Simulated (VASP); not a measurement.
# TaTe (Pm-3m) in VASP: notebook, part 2 of 2

VASP 6.6.1. The steps go on from the part before.

**4. Single point, PBE+U**

Contents of INCAR:

```
PREC = Accurate ; ENCUT = 520
EDIFF = 1E-6 ; ISMEAR = -1
SIGMA = 0.05 ; LREAL = False
LASPH = True ; NELM = 150
ALGO = Normal ; ISIF = 2
LWAVE = False ; LCHARG = False
LMAXMIX = 4 ; LDAU = True
LDAUTYPE = 2 ; LDAUL = 2 -1
LDAUU = 8 0 ; LDAUJ = 0 0
LDAUPRINT = 1 ; GGA = PE
NBANDS = 16
```

Contents of KPOINTS:

```
Automatic mesh
0
Gamma
  8 8 8
```

Contents of POSCAR:

```
TaTe
1.0
    3.4200900000      0.0000000000      0.0000000000
    0.0000000000      3.4200900000      0.0000000000
    0.0000000000      0.0000000000      3.4200900000
Ta Te
1 1
Direct
    0.5000000000      0.5000000000      0.5000000000
    0.0000000000      0.0000000000      0.0000000000
```

Potentials or basis: VASP PAW PBE potentials, release 64 (Ta_pv, Te).

Run with:

```bash
$ cat potpaw_PBE.64/Ta_pv/POTCAR potpaw_PBE.64/Te/POTCAR > POTCAR
$ mpirun -np 1 vasp_std > vasp.out
```

OUTCAR:

```text
PREC = Accurate
   ENCUT = 520
   EDIFF = 1E-6
   ISMEAR = -1
   LREAL = False
   LASPH = True
   NELM = 150
   ISIF = 2
   GGA = PE

 ion  position               nearest neighbor table
   1  0.500  0.500  0.500-   2 2.96   2 2.96   2 2.96   2 2.96   2 2.96   2 2.96   2 2.96   2 2.96

   2  0.000  0.000  0.000-   1 2.96   1 2.96   1 2.96   1 2.96   1 2.96   1 2.96   1 2.96   1 2.96

  LATTYP: Found a simple cubic cell.
 ALAT       =     3.4200900000

  Lattice vectors:

 A1 = (   3.4200900000,   0.0000000000,   0.0000000000)
 A2 = (   0.0000000000,   3.4200900000,   0.0000000000)
 A3 = (   0.0000000000,   0.0000000000,   3.4200900000)

Analysis of symmetry for initial positions (statically):
=====================================================================
 Subroutine PRICEL returns:
 Original cell was already a primitive cell.

 Routine SETGRP: Setting up the symmetry group for a
 simple cubic supercell.

 Subroutine GETGRP returns: Found 48 space group operations
 (whereof 48 operations were pure point group operations)
 out of a pool of 48 trial point group operations.

The static configuration has the point symmetry O_h .

Analysis of symmetry for dynamics (positions and initial velocities):
=====================================================================
 Subroutine PRICEL returns:
 Original cell was already a primitive cell.

 Routine SETGRP: Setting up the symmetry group for a
 simple cubic supercell.

 Subroutine GETGRP returns: Found 48 space group operations
 (whereof 48 operations were pure point group operations)
 out of a pool of 48 trial point group operations.

The dynamic configuration has the point symmetry O_h .

 Subroutine INISYM returns: Found 48 space group operations
 (whereof 48 operations are pure point group operations),
 and found     1 'primitive' translations

----------------------------------------------------------------------------------------

                                     Primitive cell

  volume of cell :      40.0048

  direct lattice vectors                    reciprocal lattice vectors
     3.420090000  0.000000000  0.000000000     0.292389966  0.000000000  0.000000000
     0.000000000  3.420090000  0.000000000     0.000000000  0.292389966  0.000000000
     0.000000000  0.000000000  3.420090000     0.000000000  0.000000000  0.292389966

  length of vectors
     3.420090000  3.420090000  3.420090000     0.292389966  0.292389966  0.292389966

  position of ions in fractional coordinates (direct lattice)
     0.500000000  0.500000000  0.500000000
     0.000000000  0.000000000  0.000000000

  ion indices of the primitive-cell ions
   primitive index   ion index
                 1           1
                 2           2

----------------------------------------------------------------------------------------

 KPOINTS: Automatic mesh

[... 78 lines left out ...]
   NELECT =      17.0000    total number of electrons
   NUPDOWN=      -1.0000    fix difference up-down
   EMIN   =  10.00;   EMAX   =-10.00  energy-range for DOS
   EFERMI =   0.00;   METHOD = LEGACY
   ISMEAR =    -1;   SIGMA  =   0.05  broadening in eV -4-tet -1-fermi 0-gaus
   EFERMI_NEDOS =   21; number of points for ismear=-14 and -15
   IALGO  =     38    algorithm
   IMIX   =      4    mixing-type and parameters
     AMIX     =   0.40;   BMIX     =  1.00
     AMIX_MAG =   1.60;   BMIX_MAG =  1.00
  volume/ion in A,a.u.               =      20.00       134.98
  Fermi-wavevector in a.u.,A,eV,Ry     =   1.230798  2.325872 20.610987  1.514865
  Thomas-Fermi vector in A             =   2.365633
   LORBIT       =      0    0 simple, 1 ext, 2 COOP (PROOUT), +10 PAW based schemes
 LDA+U is selected, type is set to LDAUTYPE =  2
   angular momentum for each species LDAUL =     2   -1
   U (eV)           for each species LDAUU =   8.0  0.0
   J (eV)           for each species LDAUJ =   0.0  0.0
   GGA     = PE    functional components
   LHFCALC =     F    Hartree Fock is set to
   AEXX    =    0.0000 exact exchange contribution
   IVDW    =     0    specifies the selected vdW correction
   LEPSILON=     F    determine dielectric tensor
   LRPA    =     F    only Hartree local field effects (RPA)
 non-spin polarized calculation
  energy-cutoff  :      520.00
  volume of cell :       40.00
 maximum number of plane-waves:      1108
 NGX is ok and might be reduce to    28
   NGX = 13   NGY = 13   NGZ = 13

atom =   1  type =  1  l = 2

 onsite density matrix

spin component  1

  0.1447  0.0000 -0.0000  0.0000  0.0000
  0.0000  0.1447 -0.0000  0.0000 -0.0000
 -0.0000 -0.0000  0.2872  0.0000 -0.0000
  0.0000  0.0000  0.0000  0.1447  0.0000
  0.0000 -0.0000 -0.0000  0.0000  0.2872

spin component  2

  0.1447  0.0000 -0.0000  0.0000  0.0000
  0.0000  0.1447 -0.0000  0.0000 -0.0000
 -0.0000 -0.0000  0.2872  0.0000 -0.0000
  0.0000  0.0000  0.0000  0.1447  0.0000
  0.0000 -0.0000 -0.0000  0.0000  0.2872

 occupancies and eigenvectors

  o =  0.1447  v =  0.0000 -0.9927 -0.0000 -0.1210 -0.0000  0.0000  0.0000  0.0000  0.0000  0.0000      0.0000  0.0000  0.0000  0.0000  0.0000  0.0000  0.0000  0.0000  0.0000  0.0000
  o =  0.1447  v =  0.0000  0.0000  0.0000  0.0000  0.0000  0.0000 -0.9927 -0.0000 -0.1210 -0.0000      0.0000  0.0000  0.0000  0.0000  0.0000  0.0000  0.0000  0.0000  0.0000  0.0000
  o =  0.1447  v =  0.0000 -0.1210  0.0000  0.9927 -0.0000  0.0000  0.0000  0.0000  0.0000  0.0000      0.0000  0.0000  0.0000  0.0000  0.0000  0.0000  0.0000  0.0000  0.0000  0.0000
  o =  0.1447  v =  0.0000  0.0000  0.0000  0.0000  0.0000  0.0000 -0.1210  0.0000  0.9927 -0.0000      0.0000  0.0000  0.0000  0.0000  0.0000  0.0000  0.0000  0.0000  0.0000  0.0000
  o =  0.1447  v =  0.0000  0.0000  0.0000  0.0000  0.0000  1.0000  0.0000  0.0000  0.0000  0.0000      0.0000  0.0000  0.0000  0.0000  0.0000  0.0000  0.0000  0.0000  0.0000  0.0000
  o =  0.1447  v =  1.0000  0.0000  0.0000  0.0000  0.0000  0.0000  0.0000  0.0000  0.0000  0.0000      0.0000  0.0000  0.0000  0.0000  0.0000  0.0000  0.0000  0.0000  0.0000  0.0000
  o =  0.2872  v =  0.0000  0.0000  0.0000  0.0000  0.0000  0.0000  0.0000 -0.9993  0.0000 -0.0377      0.0000  0.0000  0.0000  0.0000  0.0000  0.0000  0.0000  0.0000  0.0000  0.0000
  o =  0.2872  v =  0.0000  0.0000 -0.9993  0.0000 -0.0377  0.0000  0.0000  0.0000  0.0000  0.0000      0.0000  0.0000  0.0000  0.0000  0.0000  0.0000  0.0000  0.0000  0.0000  0.0000
  o =  0.2872  v =  0.0000  0.0000  0.0377  0.0000 -0.9993  0.0000  0.0000  0.0000  0.0000  0.0000      0.0000  0.0000  0.0000  0.0000  0.0000  0.0000  0.0000  0.0000  0.0000  0.0000
  o =  0.2872  v =  0.0000  0.0000  0.0000  0.0000  0.0000  0.0000  0.0000  0.0377  0.0000 -0.9993      0.0000  0.0000  0.0000  0.0000  0.0000  0.0000  0.0000  0.0000  0.0000  0.0000

 number of electron      17.0000005 magnetization

 Free energy of the ion-electron system (eV)
  ---------------------------------------------------
  ext. energy  EPLUGINS =         0.00000000
  ---------------------------------------------------
  free energy    TOTEN  =        -7.73017133 eV

  energy without entropy =       -7.70802907  energy(sigma->0) =       -7.71910020

 E-fermi :  10.5592     XC(G=0): -11.9395

 val. band max:       10.5232631483   @ k =   0.2500   0.1250   0.1250
 cond. band min:      10.5655663211   @ k =   0.2500   0.1250   0.0000
 fundamental gap:      0.0423031728
 Fermi energy:        10.5592054012

 k-point     1 :       0.0000    0.0000    0.0000
  band No.  band energies     occupation
      1     -26.6056      2.00000
      2     -26.6056      2.00000
      3     -26.6056      2.00000
      4      -4.8540      2.00000
      5       7.3375      2.00000
      6       7.3375      2.00000
[... 433 lines left out ...]
      3     -26.6016      2.00000
      4      -2.0026      2.00000
      5       3.3719      2.00000
      6       4.4182      2.00000
[... 8 lines left out ...]
     15      18.2779      0.00000
     16      20.7132      0.00000

 [... further k-points ...]
[... 5 lines left out ...]
  --------------------------------------------------------------------------------------
  -------------------------------------------------------------------------------------
  Total        3.1472699      3.1472699      3.1472699      0.0000000      0.0000000      0.0000000
  in kB      126.0468393    126.0468393    126.0468393      0.0000000      0.0000000      0.0000000
  external PRESSURE =     126.0468393 kB  Pullay stress =       0.0000000 kB

 VOLUME and BASIS-vectors are now :
 -----------------------------------------------------------------------------
  energy-cutoff  :      520.00
  volume of cell :       40.00
      direct lattice vectors                 reciprocal lattice vectors
     3.420090000  0.000000000  0.000000000     0.292389966  0.000000000  0.000000000
     0.000000000  3.420090000  0.000000000     0.000000000  0.292389966  0.000000000
     0.000000000  0.000000000  3.420090000     0.000000000  0.000000000  0.292389966

 POSITION                                       TOTAL-FORCE (eV/Angst)
 -----------------------------------------------------------------------------------
      1.71005      1.71005      1.71005         0.000000      0.000000      0.000000
      0.00000      0.00000      0.00000         0.000000      0.000000      0.000000
 -----------------------------------------------------------------------------------
    total drift:                                0.000000      0.000000      0.000000

  FREE ENERGIE OF THE ION-ELECTRON SYSTEM (eV)
  ---------------------------------------------------
  free  energy   TOTEN  =        -7.7301713296 eV

  energy  without entropy=       -7.7080290734  energy(sigma->0) =       -7.71910020
```

OSZICAR:

```text
N       E                     dE             d eps       ncg     rms          rms(c)
DAV:   1     0.103174666783E+03    0.10317E+03   -0.81714E+03  1120   0.944E+02
DAV:   2    -0.621554130149E+01   -0.10939E+03   -0.10488E+03  1488   0.259E+02
DAV:   3    -0.879837128742E+01   -0.25828E+01   -0.25525E+01  1336   0.354E+01
DAV:   4    -0.881742900581E+01   -0.19058E-01   -0.19055E-01  1408   0.355E+00
DAV:   5    -0.881772312337E+01   -0.29412E-03   -0.29412E-03  1336   0.423E-01    0.129E+01
DAV:   6    -0.780598571979E+01    0.10117E+01   -0.14948E+00  1184   0.109E+01    0.624E+00
DAV:   7    -0.771947854444E+01    0.86507E-01   -0.36872E-01  1280   0.476E+00    0.189E+00
DAV:   8    -0.772036936452E+01   -0.89082E-03   -0.37700E-02  1184   0.105E+00    0.476E-01
DAV:   9    -0.772431429327E+01   -0.39449E-02   -0.10045E-02  1264   0.675E-01    0.287E-01
DAV:  10    -0.772832238155E+01   -0.40081E-02   -0.50842E-03  1144   0.548E-01    0.181E-01
DAV:  11    -0.772964156239E+01   -0.13192E-02   -0.34108E-03  1176   0.320E-01    0.620E-02
DAV:  12    -0.773015867571E+01   -0.51711E-03   -0.14257E-03  1240   0.199E-01    0.488E-02
DAV:  13    -0.773016897304E+01   -0.10297E-04   -0.22238E-04  1256   0.880E-02    0.162E-02
DAV:  14    -0.773017063745E+01   -0.16644E-05   -0.66409E-06  1424   0.155E-02    0.103E-02
DAV:  15    -0.773017165409E+01   -0.10166E-05   -0.10614E-06   952   0.490E-03    0.333E-03
DAV:  16    -0.773017132964E+01    0.32445E-06   -0.21793E-07   624   0.404E-03
   1 F= -.77301713E+01 E0= -.77191002E+01  d E =-.221423E-01
```

stdout:

```text
POSCAR found type information on POSCAR TaTe
 POSCAR found :  2 types and       2 ions
 scaLAPACK will be used
 LDA part: xc-table for (Slater+PW92), standard interpolation
 POSCAR, INCAR and KPOINTS ok, starting setup
 FFT: planning ... GRIDC
 FFT: planning ... GRID_SOFT
 FFT: planning ... GRID
 WAVECAR not read
 entering main loop
```

It took 42 s on 1 thread of AMD EPYC 7R13, shared host; peak memory 0.14 GiB.

Results:

```yaml
Free_energy: -7.7302 eV
Pressure: 12.6 GPa
```

Eigenvalues of the final occupation matrices:
| site | spin | trace | eigenvalues |
| --- | --- | --- | --- |
| site 1 d | 1 | 1.01 | 0.14 0.14 0.14 0.29 0.29 |
| site 1 d | 2 | 1.01 | 0.14 0.14 0.14 0.29 0.29 |

Caveat: spin-orbit coupling is left out, which moves the levels of the heavy elements; U without spin polarisation on a metal has little footing; the U is typed as a test and isn't derived for this compound.

**5. Single point, PBE**

This run uses another cell than the first one, of 19.20 Å³/atom, 0.960 times its volume.

Contents of INCAR:

```
ALGO = Normal
EDIFF = 1E-6
ENCUT = 520
GGA = PE
ISIF = 2
ISMEAR = -1
LASPH = T
LCHARG = T
LELF = T
LREAL = F
LVHAR = T
LWAVE = F
NBANDS = 16
NELM = 100
PREC = Accurate
SIGMA = 0.05
```

Contents of KPOINTS:

```
k-points
0
Gamma
  8 8 8
```

Contents of POSCAR:

```
TaTe
1.0
    3.3738669013      0.0000000000      0.0000000000
    0.0000000000      3.3738669013      0.0000000000
    0.0000000000      0.0000000000      3.3738669013
Ta Te
1 1
Direct
    0.5000000000      0.5000000000      0.5000000000
    0.0000000000      0.0000000000      0.0000000000
```

Run with:

```bash
$ cat potpaw_PBE.64/Ta_pv/POTCAR potpaw_PBE.64/Te/POTCAR > POTCAR
$ mpirun -np 1 vasp_std > vasp.out
```

Run time: 30 s. Hardware: 1 thread of Intel Xeon 8259CL, shared host; peak memory 0.17 GiB.

It converged, with:

```
Free energy : -14.5060 eV
Pressure    : 6.7 GPa
```

Levels at points of the mesh, in eV from the Fermi level:
| k point | band 7 | band 8 | band 9 | band 10 | band 11 | band 12 |
| --- | --- | --- | --- | --- | --- | --- |
| (0.00, 0.00, 0.00) | -1.42 | -1.42 | -1.42 | 1.48 | 1.48 | 1.48 |
| (0.50, 0.00, 0.00) | -3.05 | -2.13 | 1.67 | 2.89 | 4.35 | 5.35 |
| (0.50, 0.50, 0.00) | -3.52 | -0.29 | -0.29 | 0.62 | 1.67 | 3.32 |
| (0.50, 0.50, 0.50) | -6.96 | 1.57 | 1.57 | 1.57 | 3.47 | 3.47 |

Caveat: spin-orbit coupling is left out, which moves the levels of the heavy elements.

**6. Summary**

```csv
level,U,cell,gap on the mesh (eV),pressure (GPa)
PBE+U,Ta d U = 5.0 eV,"a = 3.420 Å, 2 atoms",none,7.3
PBE+U,Ta d U = 6.0 eV,"a = 3.420 Å, 2 atoms",none,9.0
PBE+U,Ta d U = 8.0 eV,"a = 3.420 Å, 2 atoms",none,12.6
PBE,-,"a = 3.374 Å, 2 atoms",none,6.7
```

Alike in all rows: task single point; potentials or basis VASP PAW PBE potentials, release 64 (Ta_pv, Te); no spin polarisation; k mesh 8 × 8 × 8; cutoff (eV) 520; smearing fermi-dirac 0.05 eV.

Every run on the cell as given and a fine mesh finds a metal.

Caveats: spin-orbit coupling is left out, which moves the levels of the heavy elements; U without spin polarisation on a metal has little footing (some runs); the U is typed as a test and isn't derived for this compound (some runs).

Total energies depend on the potentials used, so only differences within one code and one set of settings carry meaning.
